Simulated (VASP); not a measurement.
# Pt in VASP: a series of runs

Pt is run at these levels: LDA; tasks: single point.

Everything below comes from runs of VASP 6.6.1. Logs are shortened: lines on timing, memory, paths and dates and some standing lists are left out, and cuts for length are marked.

### 1 The cell of the first run

Symmetry: I4/mmm, No. 139, tetragonal system. Conventional cell: a = 3.073 Å, b = 3.073 Å, c = 3.121 Å, α = 90.00°, β = 90.00°, γ = 90.00°. Pt (site symmetry 4/mmm) has 14 Pt at 2.68 to 3.12 Å within 3.5 Å.

### 2 Single point, LDA (strain -0.030 along x and y, -0.015 along z)

INCAR reads:

```
ALGO     = Normal         # electronic algorithm
EDIFF    = 1E-7           # SCF threshold, eV
ENCUT    = 520            # plane-wave cutoff, eV
ISIF     = 2              # what is computed and relaxed
ISMEAR   = 0              # smearing method
LASPH    = T              # aspherical terms in the spheres
LCHARG   = F              # write CHGCAR
LREAL    = F              # projectors in reciprocal space
LWAVE    = F              # write WAVECAR
NBANDS   = 11             # bands
NELM     = 60             # most SCF steps
PREC     = Accurate       # precision mode
SIGMA    = 0.15           # smearing width, eV
```

KPOINTS reads:

```
k-points
0
Gamma
  22 22 22
```

POSCAR reads:

```
Pt
1.0
   -1.5366934000      1.5366934000      1.5604567000
    1.5366934000     -1.5366934000      1.5604567000
    1.5366934000      1.5366934000     -1.5604567000
Pt
1
Direct
    0.0000000000      0.0000000000      0.0000000000
```

Potentials or basis: VASP PAW LDA potentials, release 64 (Pt).

On the command line:

```
$ cat potpaw_LDA.64/Pt/POTCAR > POTCAR
$ mpirun -np 1 vasp_std > vasp.out
```

OUTCAR:

```text
EDIFF = 1E-7
   ENCUT = 520
   ISIF = 2
   ISMEAR = 0
   LASPH = T
   LREAL = F
   NELM = 60
   PREC = Accurate

 ion  position               nearest neighbor table
   1  0.000  0.000  0.000-

  LATTYP: Found a body centered tetragonal cell.
 ALAT       =     3.0733868000
 C/A-ratio  =     1.0154639175

  Lattice vectors:

 A1 = (  -1.5366934000,   1.5366934000,   1.5604567000)
 A2 = (   1.5366934000,  -1.5366934000,   1.5604567000)
 A3 = (   1.5366934000,   1.5366934000,  -1.5604567000)

Analysis of symmetry for initial positions (statically):
=====================================================================
 Subroutine PRICEL returns:
 Original cell was already a primitive cell.

 Routine SETGRP: Setting up the symmetry group for a
 body centered tetragonal supercell.

 Subroutine GETGRP returns: Found 16 space group operations
 (whereof 16 operations were pure point group operations)
 out of a pool of 16 trial point group operations.

The static configuration has the point symmetry D_4h.

Analysis of symmetry for dynamics (positions and initial velocities):
=====================================================================
 Subroutine PRICEL returns:
 Original cell was already a primitive cell.

 Routine SETGRP: Setting up the symmetry group for a
 body centered tetragonal supercell.

 Subroutine GETGRP returns: Found 16 space group operations
 (whereof 16 operations were pure point group operations)
 out of a pool of 16 trial point group operations.

The dynamic configuration has the point symmetry D_4h.

 Subroutine INISYM returns: Found 16 space group operations
 (whereof 16 operations are pure point group operations),
 and found     1 'primitive' translations

----------------------------------------------------------------------------------------

                                     Primitive cell

  volume of cell :      14.7396

  direct lattice vectors                    reciprocal lattice vectors
    -1.536693400  1.536693400  1.560456700     0.000000000  0.325373949  0.320419016
     1.536693400 -1.536693400  1.560456700     0.325373949  0.000000000  0.320419016
     1.536693400  1.536693400 -1.560456700     0.325373949  0.325373949  0.000000000

  length of vectors
     2.675421149  2.675421149  2.675421149     0.456658026  0.456658026  0.460148252

  position of ions in fractional coordinates (direct lattice)
     0.000000000  0.000000000  0.000000000
[... 81 lines left out ...]
   NFREE  =      0    steps in history (QN), initial steepest desc. (CG)
   ISIF   =      2    stress and relaxation
   ISYM   =      2    0-nonsym 1-usesym 2-fastsym
   POTIM  = 0.5000    time-step for ionic-motion
   TEBEG  =    0.0;   TEEND  =   0.0 temperature during run
   PSTRESS=    0.0 pullay stress
   NELECT =      10.0000    total number of electrons
   NUPDOWN=      -1.0000    fix difference up-down
   EMIN   =  10.00;   EMAX   =-10.00  energy-range for DOS
   EFERMI =   0.00;   METHOD = LEGACY
   ISMEAR =     0;   SIGMA  =   0.15  broadening in eV -4-tet -1-fermi 0-gaus
   EFERMI_NEDOS =   21; number of points for ismear=-14 and -15
   IALGO  =     38    algorithm
   IMIX   =      4    mixing-type and parameters
     AMIX     =   0.40;   BMIX     =  1.00
     AMIX_MAG =   1.60;   BMIX_MAG =  1.00
  volume/ion in A,a.u.               =      14.74        99.47
  Fermi-wavevector in a.u.,A,eV,Ry     =   1.438510  2.718389 28.154671  2.069310
  Thomas-Fermi vector in A             =   2.557468
   LORBIT       =      0    0 simple, 1 ext, 2 COOP (PROOUT), +10 PAW based schemes
   GGA     = CA    functional components
   LHFCALC =     F    Hartree Fock is set to
   AEXX    =    0.0000 exact exchange contribution
   IVDW    =     0    specifies the selected vdW correction
   LEPSILON=     F    determine dielectric tensor
   LRPA    =     F    only Hartree local field effects (RPA)
 non-spin polarized calculation
 Gauss-broadening in eV      SIGMA  =   0.15
  energy-cutoff  :      520.00
  volume of cell :       14.74
 maximum number of plane-waves:       411
   NGX =  9   NGY =  9   NGZ =  9

 number of electron      10.0000002 magnetization

 Free energy of the ion-electron system (eV)
  ---------------------------------------------------
  ext. energy  EPLUGINS =         0.00000000
  ---------------------------------------------------
  free energy    TOTEN  =        -7.39056764 eV

  energy without entropy =       -7.37866091  energy(sigma->0) =       -7.38461427

 E-fermi :  11.3258     XC(G=0): -13.8156

 val. band max:       11.3239019105   @ k =  -0.3636   0.3636   0.0455
 cond. band min:      11.3266512000   @ k =  -0.2273   0.3182   0.1364
 fundamental gap:      0.0027492895
 Fermi energy:        11.3258343000

 k-point     1 :       0.0000    0.0000    0.0000
  band No.  band energies     occupation
      1       1.0959      2.00000
      2       7.4065      2.00000
      3       7.4065      2.00000
      4       7.5498      2.00000
      5      10.1604      2.00000
      6      10.3494      2.00000
      7      28.1773      0.00000
      8      28.4820      0.00000
      9      28.4820      0.00000
     10      39.2624      0.00000
     11      39.4949      0.00000
[... 309 lines left out ...]
 k-point    24 :      -0.4545    0.0455    0.0000
  band No.  band energies     occupation
      1       4.1487      2.00000
      2       5.9904      2.00000
      3       9.6758      2.00000
      4      10.2812      2.00000
      5      10.8745      1.99998
      6      12.4827      0.00000
      7      19.2924      0.00000
      8      24.9476      0.00000
      9      28.2291      0.00000
     10      35.6788      0.00000
     11      36.8358      0.00000

 [... further k-points ...]

------------------------ aborting loop because EDIFF is reached ----------------------------------------

  FORCE on cell =-STRESS in cart. coord.  units (eV):
  Direction    XX          YY          ZZ          XY          YZ          ZX
  --------------------------------------------------------------------------------------
  -------------------------------------------------------------------------------------
  Total        0.3596912      0.3596912      0.5304331      0.0000000      0.0000000      0.0000000
  in kB       39.0979770     39.0979770     57.6573954      0.0000000      0.0000000      0.0000000
  external PRESSURE =      45.2844498 kB  Pullay stress =       0.0000000 kB

 VOLUME and BASIS-vectors are now :
 -----------------------------------------------------------------------------
  energy-cutoff  :      520.00
  volume of cell :       14.74
      direct lattice vectors                 reciprocal lattice vectors
    -1.536693400  1.536693400  1.560456700     0.000000000  0.325373949  0.320419016
     1.536693400 -1.536693400  1.560456700     0.325373949  0.000000000  0.320419016
     1.536693400  1.536693400 -1.560456700     0.325373949  0.325373949  0.000000000

 POSITION                                       TOTAL-FORCE (eV/Angst)
 -----------------------------------------------------------------------------------
      0.00000      0.00000      0.00000         0.000000     -0.000000     -0.000000
 -----------------------------------------------------------------------------------
    total drift:                               -0.000000     -0.000000      0.000000

  FREE ENERGIE OF THE ION-ELECTRON SYSTEM (eV)
  ---------------------------------------------------
  free  energy   TOTEN  =        -7.3905676360 eV

  energy  without entropy=       -7.3786609062  energy(sigma->0) =       -7.38461427
```

Wall time 62 s (1 thread of Intel Xeon Platinum 8488C (Sapphire Rapids), shared host); peak memory 0.23 GiB.

Results:

- Free energy: -7.3906 eV
- Pressure: 4.5 GPa
- Band gap on the k mesh: zero (bands 5 and 6 overlap by 2.41 eV)

Caveat: the cell differs from its parent crystal (strain -0.030 along x and y, -0.015 along z); the cell stands under pressure; spin-orbit coupling is left out, which moves the levels of the heavy elements.

### 3 Single point, LDA (strain -0.030 along x and y, +0.000 along z)

INCAR reads:

```
ALGO = Normal ; EDIFF = 1E-6
ENCUT = 520 ; ISIF = 2
ISMEAR = 0 ; LASPH = T
LCHARG = F ; LREAL = F
LWAVE = F ; NBANDS = 11
NELM = 80 ; PREC = Accurate
SIGMA = 0.15
```

KPOINTS is that of step 2.

POSCAR reads:

```
Pt
1.0
   -1.5366934000      1.5366934000      1.5842200000
    1.5366934000     -1.5366934000      1.5842200000
    1.5366934000      1.5366934000     -1.5842200000
Pt
1
Direct
    0.0000000000      0.0000000000      0.0000000000
```

Potentials or basis: VASP PAW LDA potentials, release 64 (Pt).

On the command line:

```
$ cat potpaw_LDA.64/Pt/POTCAR > POTCAR
$ mpirun -np 1 vasp_std > vasp.out
```

It took 71 s on 1 thread of Intel Xeon Platinum 8488C (Sapphire Rapids), shared host; peak memory 0.23 GiB.

The run converged. Its results:

```yaml
Free_energy: -7.3963 eV
Pressure: -0.2 GPa
Band_gap_on_the_k_mesh: zero (bands 5 and 6 overlap by 2.35 eV)
```

Stress tensor (GPa, compression positive):
```
-1.27  0.00  0.00
 0.00 -1.27  0.00
 0.00  0.00  2.08
```

Levels at points of the mesh, in eV from the Fermi level:
```csv
k point,band 1,band 2,band 3,band 4,band 5,band 6,band 7,band 8,band 9,band 10
"(0.00, 0.00, 0.00)",-10.07,-3.88,-3.88,-3.60,-1.24,-0.88,16.68,17.27,17.27,27.54
"(0.50, 0.00, 0.00)",-7.11,-5.24,-1.41,-0.68,0.04,1.16,6.70,13.37,16.51,23.92
"(0.50, 0.50, 0.00)",-7.08,-5.54,-1.00,-0.57,0.25,1.23,6.98,13.04,15.77,24.79
"(0.50, 0.50, 0.50)",-6.62,-6.60,0.55,0.64,0.64,7.16,8.09,8.09,13.53,19.62
```

Caveat: the cell differs from its parent crystal (strain -0.030 along x and y, +0.000 along z); spin-orbit coupling is left out, which moves the levels of the heavy elements.

### 4 Single point, LDA (strain -0.015 along x and y, -0.030 along z)

INCAR reads:

```
SYSTEM = Pt
  ALGO = Normal
  EDIFF = 1E-6
  ENCUT = 520
  GGA = CA
  ISIF = 2
  ISMEAR = 0
  LASPH = .True.
  LCHARG = .False.
  LREAL = .False.
  LWAVE = .False.
  NBANDS = 11
  NELM = 80
  PREC = Accurate
  SIGMA = 0.15
```

KPOINTS reads:

```
k-points
0
Gamma
  22 22 22
  0 0 0
```

POSCAR reads:

```
Pt
1.0
   -1.5604567000      1.5604567000      1.5366934000
    1.5604567000     -1.5604567000      1.5366934000
    1.5604567000      1.5604567000     -1.5366934000
Pt
1
Direct
    0.0000000000      0.0000000000      0.0000000000
```

On the command line:

```
$ cat potpaw_LDA.64/Pt/POTCAR > POTCAR
$ mpirun -np 1 vasp_std > vasp.out
```

It took 73 s on 1 thread of Intel Xeon Platinum 8488C (Sapphire Rapids), shared host; peak memory 0.23 GiB.

It converged, with:

```yaml
Free_energy: -7.3938 eV
Pressure: -0.2 GPa
Band_gap_on_the_k_mesh: zero (bands 5 and 6 overlap by 2.31 eV)
```

Stress tensor (GPa, compression positive):
```
 0.46  0.00  0.00
 0.00  0.46  0.00
 0.00  0.00 -1.42
```

Levels at points of the mesh, in eV from the Fermi level:
```tsv
k point	band 3	band 4	band 5	band 6	band 7	band 8
(0.00, 0.00, 0.00)	-3.74	-3.74	-1.14	-0.95	16.96	16.96
(0.50, 0.00, 0.00)	-1.19	-0.63	0.15	1.20	6.84	13.21
(0.50, 0.50, 0.00)	-1.36	-0.72	0.04	1.17	6.70	13.37
(0.50, 0.50, 0.50)	0.60	0.60	0.65	7.62	7.62	8.10
```

Caveat: the cell differs from its parent crystal (strain -0.015 along x and y, -0.030 along z); spin-orbit coupling is left out, which moves the levels of the heavy elements.

(Continued in part 2 of 2.)
